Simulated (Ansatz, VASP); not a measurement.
This is a calculation of CsSnI3 for Ansatz 0.2.0.

Contents of input.yaml:

```yaml
crystal:
  lattice:
    - [6.1640497518, 0.0, 0.0]
    - [0.0, 6.1640497518, 0.0]
    - [0.0, 0.0, 6.1640497518]
  atoms:
    - { symbol: Cs, position: [0.0, 0.0, 0.0] }
    - { symbol: I, position: [0.5, 0.5, 0.0] }
    - { symbol: I, position: [0.5, 0.0, 0.5] }
    - { symbol: I, position: [0.0, 0.5, 0.5] }
    - { symbol: Sn, position: [0.5, 0.5, 0.5] }
hamiltonian:
  xc: pbesol
  pseudopotentials: { kind: paw }
  dispersion: d4
kpoints:
  mp_grid: { grid: [5, 5, 5] }
scf:
  occupations: { method: fermi_dirac, width: 0.05 }
output:
  forces: true
  stress: true
  eigenvalues: true
```

Potentials or basis: Ansatz PAW.

Command:

```console
$ ansatz run input.yaml --threads 2 --pin off --max-ram 5120MiB --backend cpu --events-out ev --progress --plain --runs-dir out
```

Problem. Translate it to VASP 6.6.1. Potentials there: VASP PAW PBE potentials, release 64 (Cs_sv, I, Sn_d).

Solution. As run (the cutoff follows the program's own potentials):

Contents of INCAR:

```
SYSTEM = CsSnI3
PREC     = Accurate       ! precision mode
ENCUT    = 520            ! plane-wave cutoff, eV
EDIFF    = 1E-6           ! SCF threshold, eV
ISMEAR   = -1             ! smearing method
SIGMA    = 0.05           ! smearing width, eV
LREAL    = .FALSE.        ! projectors in reciprocal space
LASPH    = .TRUE.         ! aspherical terms in the spheres
NELM     = 80             ! most SCF steps
ALGO     = Normal         ! electronic algorithm
ISIF     = 2              ! what is computed and relaxed
LWAVE    = .FALSE.        ! write WAVECAR
LCHARG   = .FALSE.        ! write CHGCAR
GGA      = PS             ! functional
IVDW     = 13             ! dispersion correction
NBANDS   = 30             ! bands
```

The input KPOINTS:

```
regular mesh
0
G
  5 5 5
  0 0 0
```

POSCAR

```
CsSnI3
1.0
    6.1640497518      0.0000000000      0.0000000000
    0.0000000000      6.1640497518      0.0000000000
    0.0000000000      0.0000000000      6.1640497518
Cs I Sn
1 3 1
Direct
    0.0000000000      0.0000000000      0.0000000000
    0.5000000000      0.5000000000      0.0000000000
    0.5000000000      0.0000000000      0.5000000000
    0.0000000000      0.5000000000      0.5000000000
    0.5000000000      0.5000000000      0.5000000000
```

Potentials or basis: VASP PAW PBE potentials, release 64 (Cs_sv, I, Sn_d).

Command:

```bash
$ cat potpaw_PBE.64/Cs_sv/POTCAR potpaw_PBE.64/I/POTCAR potpaw_PBE.64/Sn_d/POTCAR > POTCAR
$ mpirun -np 1 vasp_std > vasp.out
```

Both were run:

|  | VASP | Ansatz | Ansatz less VASP |
| --- | --- | --- | --- |
| gap on the k mesh at the Fermi level (eV) | 1.70 | 1.71 | +0.004 |
| least direct gap on the mesh (eV) | 1.70 | 1.71 | +0.004 |
| pressure (GPa) | -0.9 | -0.9 | -0.01 |

VASP's potentials were made for PBE, not for PBEsol. VASP's potentials hold 44 valence electrons a cell and Ansatz's 74, so a difference there can come from the potentials and not from the codes.

Spin-orbit coupling is off throughout. Noted on Ansatz's run: odd divisions of the mesh miss points on the zone boundary, where band edges often lie, so the gap on the mesh can be too wide.
